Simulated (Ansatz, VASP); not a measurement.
**Two plane-wave programs on YAl2N3**

The input INCAR:

```
  PREC = Accurate
  ENCUT = 520
  EDIFF = 1E-6
  ISMEAR = 0
  SIGMA = 0.1
  LREAL = F
  LASPH = T
  NELM = 100
  ALGO = Normal
  ISIF = 2
  LWAVE = F
  LCHARG = F
  GGA = PE
  NBANDS = 44
```

KPOINTS

```
regular mesh
0
Gamma
  4 4 4
```

The input POSCAR:

```
YAl2N3
1.0
    0.0000000000      0.0000000000     -5.1545628835
    0.0000000000      5.7804447579      0.0000000000
    5.0923739538     -2.8902223789      0.0000000000
Y Al N
2 4 6
Direct
    0.5297412943      0.6922598168      0.0000000000
    0.0297412943      0.3077401832      0.0000000000
    0.5050264625      0.9899742356      0.6494289791
    0.5050264625      0.3405452566      0.3505710209
    0.0050264625      0.6594547434      0.6494289791
    0.0050264625      0.0100257644      0.3505710209
    0.1391719536      0.9454997646      0.6138335940
    0.1391719536      0.3316661707      0.3861664060
    0.5618618737      0.2910834876      0.0000000000
    0.6391719536      0.6683338293      0.6138335940
    0.6391719536      0.0545002354      0.3861664060
    0.0618618737      0.7089165124      0.0000000000
```

Input for Ansatz:

```yaml
crystal:
  lattice:
    - [0.0, 0.0, -5.1545628835]
    - [0.0, 5.7804447579, 0.0]
    - [5.0923739538, -2.8902223789, 0.0]
  atoms:
    - { symbol: "Y", position: [0.5297412943, 0.6922598168, 0.0] }
    - { symbol: "Y", position: [0.0297412943, 0.3077401832, 0.0] }
    - { symbol: Al, position: [0.5050264625, 0.9899742356, 0.6494289791] }
    - { symbol: Al, position: [0.5050264625, 0.3405452566, 0.3505710209] }
    - { symbol: Al, position: [0.0050264625, 0.6594547434, 0.6494289791] }
    - { symbol: Al, position: [0.0050264625, 0.0100257644, 0.3505710209] }
    - { symbol: "N", position: [0.1391719536, 0.9454997646, 0.613833594] }
    - { symbol: "N", position: [0.1391719536, 0.3316661707, 0.386166406] }
    - { symbol: "N", position: [0.5618618737, 0.2910834876, 0.0] }
    - { symbol: "N", position: [0.6391719536, 0.6683338293, 0.613833594] }
    - { symbol: "N", position: [0.6391719536, 0.0545002354, 0.386166406] }
    - { symbol: "N", position: [0.0618618737, 0.7089165124, 0.0] }
basis:
  ecutwfc: 420
kpoints:
  mp_grid: { grid: [4, 4, 4] }
hamiltonian:
  xc: pbe
scf:
  occupations: { method: gaussian, width: 0.1 }
  lower_state_search: "off"
output:
  forces: true
  stress: true
  eigenvalues: true
```

Alike in both runs: task single point; functional PBE; k mesh 4 × 4 × 4; occupations gaussian, width 0.1 eV; no spin polarisation.

```csv
,VASP,Ansatz
version,VASP 6.6.1,Ansatz 0.2.0
potentials or method,"VASP PAW PBE potentials, release 64 (Y_sv, Al, N), cutoff 520 eV","scalar-relativistic, plane waves, PAW"
valence electrons in the cell,64,64
```

|  | VASP | Ansatz | Ansatz less VASP |
| --- | --- | --- | --- |
| gap on the k mesh at the Fermi level (eV) | 2.29 | 2.30 | +0.007 |
| least direct gap on the mesh (eV) | 2.46 | 2.47 | +0.007 |
| pressure (GPa) | -0.2 | 0.0 | +0.21 |
| rms of the force components (eV/Å) | 0.005 | 0.003 | -0.0015 |

Atom by atom the forces differ by 0.002 eV/Å (rms over components).
